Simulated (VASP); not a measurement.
Runs of VASP 6.6.1 on ReP. The structure is that of space group Fm-3m (No. 225), or close to it. The cells are those of the table. 

```csv
level,potentials or basis,cell,gap on the mesh (eV),pressure (GPa)
LDA,"VASP PAW LDA potentials, release 64 (Re_sv_GW, P)","a = 3.476 Å, angles 60.0°, 2 atoms",none,(a)
PBE,"VASP PAW PBE potentials, release 64 (Re_sv_GW, P)","a = 3.453 Å, angles 60.0°, 2 atoms",none,3.7
PBEsol,"VASP PAW PBE potentials, release 64 (Re_sv_GW, P)","a = 3.476 Å, angles 60.0°, 2 atoms",none,-7.0
PBE,"VASP PAW PBE potentials, release 64 (Re_sv_GW, P)","a = 3.429 Å, angles 60.0°, 2 atoms",none,8.8
```

Alike in all rows: task single point; no spin polarisation; k mesh 12 × 12 × 12; cutoff (eV) 560; smearing gaussian 0.05 eV.

Problem. Fill in the values left out.

Solution. (a) -10.2.

Caveats: spin-orbit coupling is left out, which moves the levels of the heavy elements; the cell stands under tension (at least some runs); the cell stands under pressure (at least some runs); the PAW data sets were made with another functional, which shifts forces and pressure a little (at least some runs).

A k mesh can miss the band edges, and the runs leave out spin-orbit coupling on Re.

A gap of «none» marks levels without a gap at the run's occupations.
